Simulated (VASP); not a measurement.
A run of VASP 6.6.1:

File INCAR:

```
SYSTEM = HfH2
ALGO = Normal ; EDIFF = 1E-6
ENCUT = 520 ; GGA = PS
ISIF = 2 ; ISMEAR = 0
LASPH = .TRUE. ; LCHARG = .FALSE.
LREAL = .FALSE. ; LWAVE = .FALSE.
NBANDS = 21 ; NELM = 60
PREC = Accurate ; SIGMA = 0.1
```

File KPOINTS:

```
k-points
0
G
  10 10 8
  0 0 0
```

Contents of POSCAR:

```
HfH2
1.0
    3.4429618183      0.0000000000      0.0000000000
    0.0000000000      3.4429618183      0.0000000000
    0.0000000000      0.0000000000      4.3224250871
Hf H
2 4
Direct
    0.0000000000      0.0000000000      0.0000000000
    0.5000000000      0.5000000000      0.5000000000
    0.0000000000      0.5000000000      0.2500000000
    0.5000000000      0.0000000000      0.2500000000
    0.5000000000      0.0000000000      0.7500000000
    0.0000000000      0.5000000000      0.7500000000
```

Potentials or basis: VASP PAW PBE potentials, release 64 (Hf_pv, H).

Command:

```console
$ cat potpaw_PBE.64/Hf_pv/POTCAR potpaw_PBE.64/H/POTCAR > POTCAR
$ mpirun -np 1 vasp_std > vasp.out
```

Hardware: 1 thread of Intel(R) Xeon(R) 6975P-C (Granite Rapids), on a shared host.

Problem. Estimate the wall time of this run.

Solution. It took 44 s on 1 thread of Intel(R) Xeon(R) 6975P-C (Granite Rapids), with other jobs on the host, peak memory 0.23 GiB. Counts: scf iterations 13, k points 105.
